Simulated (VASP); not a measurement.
# LaScF (P-6m2) in VASP: a series of runs

The runs below take LaScF through single point, relaxation of cell and atoms, with PBE.

Program: VASP 6.6.1. These are calculated values, not measurements. Logs are shortened: lines on timing, memory, paths and dates and some standing lists are left out, and cuts for length are marked.

### 1 The cell of the first run

It takes space group P-6m2 (No. 187, hexagonal). Conventional cell: a = 4.216 Å, b = 4.216 Å, c = 4.163 Å, α = 90.00°, β = 90.00°, γ = 120.00°. Within 4.2 Å of La (site symmetry -6m2) lie 6 Sc at 3.20 Å and 6 F at 3.20 Å and 2 La at 4.16 Å. Within 3.2 Å of Sc (site symmetry -6m2) lie 3 F at 2.43 Å. F (site symmetry -6m2) has 3 Sc at 2.43 Å within 3.2 Å.

### 2 Single point, PBE

File INCAR:

```
PREC = Accurate ; ENCUT = 520
EDIFF = 1E-6 ; ISMEAR = 0
SIGMA = 0.1 ; LREAL = False
LASPH = True ; NELM = 100
ALGO = Normal ; ISIF = 2
LWAVE = False ; LCHARG = False
GGA = PE ; NBANDS = 22
```

File KPOINTS:

```
regular mesh
0
Gamma
  6 6 4
```

File POSCAR:

```
LaScF
1.0
    4.2158496900      0.0000000000      0.0000000000
   -2.1079248500      3.6510329300      0.0000000000
    0.0000000000      0.0000000000      4.1629099000
La Sc F
1 1 1
Direct
    0.6666666700      0.3333333300      0.0000000000
    0.3333333300      0.6666666700      0.5000000000
    0.0000000000      0.0000000000      0.5000000000
```

Potentials or basis: VASP PAW PBE potentials, release 64 (La, Sc_sv, F).

Command:

```
> cat potpaw_PBE.64/La/POTCAR potpaw_PBE.64/Sc_sv/POTCAR potpaw_PBE.64/F/POTCAR > POTCAR
> mpirun -np 1 vasp_std > vasp.out
```

OUTCAR:

```text
PREC = Accurate
   ENCUT = 520
   EDIFF = 1E-6
   ISMEAR = 0
   LREAL = False
   LASPH = True
   NELM = 100
   ISIF = 2
   GGA = PE

 ion  position               nearest neighbor table
   1  0.667  0.333  0.000-   2 3.20   2 3.20   2 3.20   2 3.20   2 3.20   2 3.20
   2  0.333  0.667  0.500-   3 2.43   3 2.43   3 2.43   1 3.20   1 3.20   1 3.20   1 3.20   1 3.20
                             1 3.20
   3  0.000  0.000  0.500-   2 2.43   2 2.43   2 2.43

  LATTYP: Found a hexagonal cell.
 ALAT       =     4.2158496900
 C/A-ratio  =     0.9874426761

  Lattice vectors:

 A1 = (   4.2158496900,   0.0000000000,   0.0000000000)
 A2 = (  -2.1079248500,   3.6510329300,   0.0000000000)
 A3 = (   0.0000000000,   0.0000000000,   4.1629099000)

Analysis of symmetry for initial positions (statically):
=====================================================================
 Subroutine PRICEL returns:
 Original cell was already a primitive cell.

 Routine SETGRP: Setting up the symmetry group for a
 hexagonal supercell.

 Subroutine GETGRP returns: Found 12 space group operations
 (whereof 12 operations were pure point group operations)
 out of a pool of 24 trial point group operations.

The static configuration has the point symmetry D_3h.

Analysis of symmetry for dynamics (positions and initial velocities):
=====================================================================
 Subroutine PRICEL returns:
 Original cell was already a primitive cell.

 Routine SETGRP: Setting up the symmetry group for a
 hexagonal supercell.

 Subroutine GETGRP returns: Found 12 space group operations
 (whereof 12 operations were pure point group operations)
 out of a pool of 24 trial point group operations.

The dynamic configuration has the point symmetry D_3h.

 Subroutine INISYM returns: Found 12 space group operations
 (whereof 12 operations are pure point group operations),
 and found     1 'primitive' translations

----------------------------------------------------------------------------------------

                                     Primitive cell

  volume of cell :      64.0764

  direct lattice vectors                    reciprocal lattice vectors
     4.215849690  0.000000000  0.000000000     0.237200108  0.136947546  0.000000000
    -2.107924850  3.651032930  0.000000000     0.000000000  0.273895092  0.000000000
[... 81 lines left out ...]
   ENCUT  =  520.0 eV  38.22 Ry    6.18 a.u.   7.84  7.84  7.74*2*pi/ulx,y,z
   NELM   =    100;   NELMIN=  2; NELMDL= -5     # of ELM steps
   EDIFF  = 0.1E-05   stopping-criterion for ELM
   LREAL  =      F    real-space projection
   EDIFFG = 0.1E-04   stopping-criterion for IOM
   NSW    =      0    number of steps for IOM
   IBRION =     -1    ionic relax: 0-MD 1-quasi-New 2-CG
   NFREE  =      0    steps in history (QN), initial steepest desc. (CG)
   ISIF   =      2    stress and relaxation
   ISYM   =      2    0-nonsym 1-usesym 2-fastsym
   POTIM  = 0.5000    time-step for ionic-motion
   TEBEG  =    0.0;   TEEND  =   0.0 temperature during run
   PSTRESS=    0.0 pullay stress
   NELECT =      29.0000    total number of electrons
   NUPDOWN=      -1.0000    fix difference up-down
   EMIN   =  10.00;   EMAX   =-10.00  energy-range for DOS
   EFERMI =   0.00;   METHOD = LEGACY
   ISMEAR =     0;   SIGMA  =   0.10  broadening in eV -4-tet -1-fermi 0-gaus
   EFERMI_NEDOS =   21; number of points for ismear=-14 and -15
   IALGO  =     38    algorithm
   IMIX   =      4    mixing-type and parameters
     AMIX     =   0.40;   BMIX     =  1.00
     AMIX_MAG =   1.60;   BMIX_MAG =  1.00
  volume/ion in A,a.u.               =      21.36       144.14
  Fermi-wavevector in a.u.,A,eV,Ry     =   1.256922  2.375237 21.495192  1.579852
  Thomas-Fermi vector in A             =   2.390606
   LORBIT       =      0    0 simple, 1 ext, 2 COOP (PROOUT), +10 PAW based schemes
   GGA     = PE    functional components
   LHFCALC =     F    Hartree Fock is set to
   AEXX    =    0.0000 exact exchange contribution
   IVDW    =     0    specifies the selected vdW correction
   LEPSILON=     F    determine dielectric tensor
   LRPA    =     F    only Hartree local field effects (RPA)
 non-spin polarized calculation
 Gauss-broadening in eV      SIGMA  =   0.10
  energy-cutoff  :      520.00
  volume of cell :       64.08
 maximum number of plane-waves:      1746
 NGX is ok and might be reduce to    32
   NGX = 15   NGY = 15   NGZ = 15

 number of electron      28.9999992 magnetization

 Free energy of the ion-electron system (eV)
  ---------------------------------------------------
  ext. energy  EPLUGINS =         0.00000000
  ---------------------------------------------------
  free energy    TOTEN  =       -15.37514247 eV

  energy without entropy =      -15.33996866  energy(sigma->0) =      -15.35755557

 E-fermi :   7.1635     XC(G=0): -10.1029

 val. band max:        7.1097888659   @ k =   0.5000   0.0000   0.0000
 cond. band min:       7.1636057342   @ k =   0.3333   0.1667   0.2500
 fundamental gap:      0.0538168683
 Fermi energy:         7.1634942082

 k-point     1 :       0.0000    0.0000    0.0000
  band No.  band energies     occupation
      1     -42.7503      2.00000
      2     -25.7223      2.00000
      3     -21.4757      2.00000
      4     -21.4757      2.00000
      5     -21.3341      2.00000
      6     -18.0277      2.00000
[... 514 lines left out ...]
     21       9.1617      0.00000
     22       9.1929      0.00000

------------------------ aborting loop because EDIFF is reached ----------------------------------------

  FORCE on cell =-STRESS in cart. coord.  units (eV):
  Direction    XX          YY          ZZ          XY          YZ          ZX
  --------------------------------------------------------------------------------------
  -------------------------------------------------------------------------------------
  Total        0.6136906      0.6136906      4.0270688     -0.0000000      0.0000000      0.0000000
  in kB       15.3448344     15.3448344    100.6935742     -0.0000000      0.0000000      0.0000000
  external PRESSURE =      43.7944144 kB  Pullay stress =       0.0000000 kB

 VOLUME and BASIS-vectors are now :
 -----------------------------------------------------------------------------
  energy-cutoff  :      520.00
  volume of cell :       64.08
      direct lattice vectors                 reciprocal lattice vectors
     4.215849690  0.000000000  0.000000000     0.237200108  0.136947546  0.000000000
    -2.107924850  3.651032930  0.000000000     0.000000000  0.273895092  0.000000000
     0.000000000  0.000000000  4.162909900     0.000000000  0.000000000  0.240216585

 POSITION                                       TOTAL-FORCE (eV/Angst)
 -----------------------------------------------------------------------------------
      2.10792      1.21701      0.00000        -0.000000      0.000000      0.000000
     -0.00000      2.43402      2.08145         0.000000      0.000000      0.000000
      0.00000      0.00000      2.08145         0.000000      0.000000      0.000000
 -----------------------------------------------------------------------------------
    total drift:                               -0.000004      0.000002      0.000000

  FREE ENERGIE OF THE ION-ELECTRON SYSTEM (eV)
  ---------------------------------------------------
  free  energy   TOTEN  =       -15.3751424701 eV

  energy  without entropy=      -15.3399686634  energy(sigma->0) =      -15.35755557
```

stdout:

```text
POSCAR found type information on POSCAR LaScF
 POSCAR found :  3 types and       3 ions
 scaLAPACK will be used
 LDA part: xc-table for (Slater+PW92), standard interpolation
 POSCAR, INCAR and KPOINTS ok, starting setup
 FFT: planning ... GRIDC
 FFT: planning ... GRID_SOFT
 FFT: planning ... GRID
 WAVECAR not read
 entering main loop
```

Run time: 27 s. Hardware: 1 thread of Intel Xeon Platinum 8259CL at 2.50GHz (Skylake/Cascade Lake), shared host; peak memory 0.2 GiB.

Results:

```yaml
Free_energy: -15.3751 eV
Pressure: 4.4 GPa
```

Levels at points of the mesh, in eV from the Fermi level:
```csv
k point,band 12,band 13,band 14,band 15,band 16,band 17
"(0.00, 0.00, 0.00)",-6.52,-3.02,-1.82,0.37,0.37,1.14
"(0.50, 0.00, 0.00)",-6.73,-1.85,-0.96,-0.05,0.86,1.05
"(0.00, 0.00, 0.50)",-6.96,-1.01,-0.56,-0.56,0.43,0.43
"(0.50, 0.00, 0.50)",-6.82,-0.72,-0.50,0.57,0.76,0.78
```

Caveat: the k points lie up to 0.38 Å⁻¹ apart; spin-orbit coupling is left out, which moves the levels of the heavy elements; an odd number of electrons without spin polarisation forces a metal; a magnetic or distorted state may lie lower.

### 3 Single point, PBE

This run uses another cell than the first one, of 25.01 Å³/atom, 1.171 times its volume.

File INCAR:

```
SYSTEM = LaScF
  PREC = Accurate
  ENCUT = 520
  EDIFF = 1E-7
  ISMEAR = 0
  SIGMA = 0.1
  LREAL = .False.
  LASPH = .True.
  NELM = 80
  ALGO = Normal
  ISIF = 2
  LWAVE = .False.
  LCHARG = .False.
  GGA = PE
  NBANDS = 22
```

File KPOINTS:

```
Automatic mesh
0
Gamma
  12 12 8
  0 0 0
```

File POSCAR:

```
LaScF
1.0
    3.6497812857      0.0000000000      0.0000000000
   -1.8248906429      3.1608033117      0.0000000000
    0.0000000000      0.0000000000      6.5042035717
La Sc F
1 1 1
Direct
    0.6666666667      0.3333333333      0.0000000000
    0.3333333333      0.6666666667      0.5000000000
    0.0000000000      0.0000000000      0.5000000000
```

Potentials or basis: VASP PAW PBE potentials, release 64 (La, Sc_sv, F).

Command:

```
> cat potpaw_PBE.64/La/POTCAR potpaw_PBE.64/Sc_sv/POTCAR potpaw_PBE.64/F/POTCAR > POTCAR
> mpirun -np 1 vasp_std > vasp.out
```

OUTCAR:

```text
SYSTEM = LaScF
   PREC = Accurate
   ENCUT = 520
   EDIFF = 1E-7
   ISMEAR = 0
   LREAL = .False.
   LASPH = .True.
   NELM = 80
   ISIF = 2
   GGA = PE

 ion  position               nearest neighbor table
   1  0.667  0.333  0.000-
   2  0.333  0.667  0.500-   3 2.11   3 2.11   3 2.11
   3  0.000  0.000  0.500-   2 2.11   2 2.11   2 2.11

  LATTYP: Found a hexagonal cell.
 ALAT       =     3.6497812857
 C/A-ratio  =     1.7820803666

  Lattice vectors:

 A1 = (   3.6497812857,   0.0000000000,   0.0000000000)
 A2 = (  -1.8248906429,   3.1608033117,   0.0000000000)
 A3 = (   0.0000000000,   0.0000000000,   6.5042035717)

Analysis of symmetry for initial positions (statically):
=====================================================================
 Subroutine PRICEL returns:
 Original cell was already a primitive cell.

 Routine SETGRP: Setting up the symmetry group for a
 hexagonal supercell.

 Subroutine GETGRP returns: Found 12 space group operations
 (whereof 12 operations were pure point group operations)
[... 157 lines left out ...]
 number of electron      28.9999987 magnetization

 Free energy of the ion-electron system (eV)
  ---------------------------------------------------
  ext. energy  EPLUGINS =         0.00000000
  ---------------------------------------------------
  free energy    TOTEN  =       -16.95105392 eV

  energy without entropy =      -16.93172141  energy(sigma->0) =      -16.94138767

 E-fermi :   5.8164     XC(G=0):  -9.4378

 val. band max:        5.8160486952   @ k =   0.3333   0.3333   0.2500
 cond. band min:       5.8276585636   @ k =   0.2500   0.2500   0.1250
 fundamental gap:      0.0116098684
 Fermi energy:         5.8163692159

 k-point     1 :       0.0000    0.0000    0.0000
  band No.  band energies     occupation
      1     -44.9171      2.00000
      2     -27.1150      2.00000
      3     -23.5280      2.00000
      4     -23.5118      2.00000
      5     -23.5118      2.00000
      6     -20.7451      2.00000
[... 589 lines left out ...]
     21       7.5123      0.00000
     22       7.7987      0.00000

 [... further k-points ...]
[... 5 lines left out ...]
  --------------------------------------------------------------------------------------
  -------------------------------------------------------------------------------------
  Total        0.1222285      0.1222285     -0.0367500     -0.0000000      0.0000000      0.0000000
  in kB        2.6099037      2.6099037     -0.7847111     -0.0000000      0.0000000      0.0000000
  external PRESSURE =       1.4783655 kB  Pullay stress =       0.0000000 kB

 VOLUME and BASIS-vectors are now :
 -----------------------------------------------------------------------------
  energy-cutoff  :      520.00
  volume of cell :       75.03
      direct lattice vectors                 reciprocal lattice vectors
     3.649781286  0.000000000  0.000000000     0.273989021  0.158187635  0.000000000
    -1.824890643  3.160803312  0.000000000     0.000000000  0.316375270  0.000000000
     0.000000000  0.000000000  6.504203572     0.000000000  0.000000000  0.153746725

 POSITION                                       TOTAL-FORCE (eV/Angst)
 -----------------------------------------------------------------------------------
      1.82489      1.05360      0.00000        -0.000000      0.000000      0.000000
     -0.00000      2.10720      3.25210        -0.000000     -0.000000      0.000000
      0.00000      0.00000      3.25210         0.000000      0.000000      0.000000
 -----------------------------------------------------------------------------------
    total drift:                               -0.000000      0.000000     -0.000000

  FREE ENERGIE OF THE ION-ELECTRON SYSTEM (eV)
  ---------------------------------------------------
  free  energy   TOTEN  =       -16.9510539211 eV

  energy  without entropy=      -16.9317214130  energy(sigma->0) =      -16.94138767
```

stdout:

```text
POSCAR found type information on POSCAR LaScF
 POSCAR found :  3 types and       3 ions
 scaLAPACK will be used
 LDA part: xc-table for (Slater+PW92), standard interpolation
 POSCAR, INCAR and KPOINTS ok, starting setup
 FFT: planning ... GRIDC
 FFT: planning ... GRID_SOFT
 FFT: planning ... GRID
 WAVECAR not read
 entering main loop
```

Run time: 3 min. Hardware: 1 thread of Intel Xeon Platinum 8259CL at 2.50GHz (Skylake/Cascade Lake), shared host; peak memory 0.33 GiB.

What came out:

| Item | Value |
| --- | --- |
| Free energy | -16.9511 eV |
| Pressure | 0.1 GPa |

Stress tensor (GPa, compression positive):
```
 0.26  0.00  0.00
 0.00  0.26  0.00
 0.00  0.00 -0.08
```

Levels at points of the mesh, in eV from the Fermi level:
| k point | band 10 | band 11 | band 12 | band 13 | band 14 | band 15 | band 16 | band 17 | band 18 | band 19 |
| --- | --- | --- | --- | --- | --- | --- | --- | --- | --- | --- |
| (0.00, 0.00, 0.00) | -8.63 | -8.63 | -7.69 | -3.15 | -0.97 | 1.01 | 1.19 | 1.29 | 1.29 | 1.37 |
| (0.50, 0.00, 0.00) | -8.70 | -8.11 | -7.81 | -1.45 | -0.52 | -0.39 | 0.59 | 0.66 | 0.83 | 1.59 |
| (0.00, 0.00, 0.50) | -8.63 | -8.63 | -7.77 | -2.10 | -1.41 | 0.32 | 0.71 | 1.16 | 1.16 | 1.29 |
| (0.50, 0.00, 0.50) | -8.68 | -8.11 | -7.80 | -1.35 | -1.27 | 0.06 | 0.13 | 1.02 | 1.33 | 1.61 |

Caveat: spin-orbit coupling is left out, which moves the levels of the heavy elements; an odd number of electrons without spin polarisation forces a metal; a magnetic or distorted state may lie lower.

(Continued in part 2 of 2.)
